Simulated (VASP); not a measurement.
Write the native input for VASP 6.6.1 that does the following.

```
Task                   : single point
Functional             : r2SCAN
Potentials or basis    : VASP PAW PBE potentials, release 64 (V_sv)
Cutoff                 : 520 eV
k mesh                 : 15 × 15 × 15
Occupations            : fermi-dirac, width 0.1 eV
Spin                   : no spin polarisation
Dipole correction      : no
Further INCAR settings : ALGO = Normal; EDIFF = 1e-06; NBANDS = 12
```

V:

```xyz
1
Lattice="-1.4918 1.4918 1.4918 1.4918 -1.4918 1.4918 1.4918 1.4918 -1.4918" Properties=species:S:1:pos:R:3 pbc="T T T"
V     0.0000    0.0000    0.0000
```

The input as run:

POSCAR

```
V
1.0
   -1.4917693513      1.4917693513      1.4917693513
    1.4917693513     -1.4917693513      1.4917693513
    1.4917693513      1.4917693513     -1.4917693513
V
1
Direct
    0.0000000000      0.0000000000      0.0000000000
```

INCAR.step1

```
PREC     = Accurate       # precision mode
ENCUT    = 520            # plane-wave cutoff, eV
ISMEAR   = -1             # smearing method
SIGMA    = 0.1            # smearing width, eV
LREAL    = F              # projectors in reciprocal space
LASPH    = T              # aspherical terms in the spheres
NELM     = 100            # most SCF steps
NBANDS   = 12             # bands
GGA      = PE             # functional
ALGO     = Normal         # electronic algorithm
EDIFF    = 1E-4           # SCF threshold, eV
LWAVE    = T              # write WAVECAR
LCHARG   = F              # write CHGCAR
```

INCAR.step2

```
PREC     = Accurate       # precision mode
ENCUT    = 520            # plane-wave cutoff, eV
EDIFF    = 1E-6           # SCF threshold, eV
ISMEAR   = -1             # smearing method
SIGMA    = 0.1            # smearing width, eV
LREAL    = F              # projectors in reciprocal space
LASPH    = T              # aspherical terms in the spheres
NELM     = 100            # most SCF steps
ALGO     = Normal         # electronic algorithm
ISIF     = 2              # what is computed and relaxed
LWAVE    = F              # write WAVECAR
LCHARG   = F              # write CHGCAR
METAGGA  = R2SCAN         # meta-GGA
LMIXTAU  = T            
NBANDS   = 12             # bands
ISTART   = 1
```

KPOINTS

```
regular mesh
0
Gamma
  15 15 15
```

Potentials or basis: VASP PAW PBE potentials, release 64 (V_sv).

The run is started by

```sh
$ cat potpaw_PBE.64/V_sv/POTCAR > POTCAR
$ cp INCAR.step1 INCAR
$ mpirun -np 1 vasp_std > vasp.out
$ cp INCAR.step2 INCAR
$ mpirun -np 1 vasp_std > vasp.out
```

Results of the run:

```json
{"Pressure": "0.7 GPa"}
```

Caveat: the PAW data sets were made with another functional, which shifts forces and pressure a little.

Run time: 42 s on 1 thread of Intel(R) Xeon(R) Platinum 8375C CPU @ 2.90GHz (Ice Lake), with other jobs on the host, peak memory 0.14 GiB.
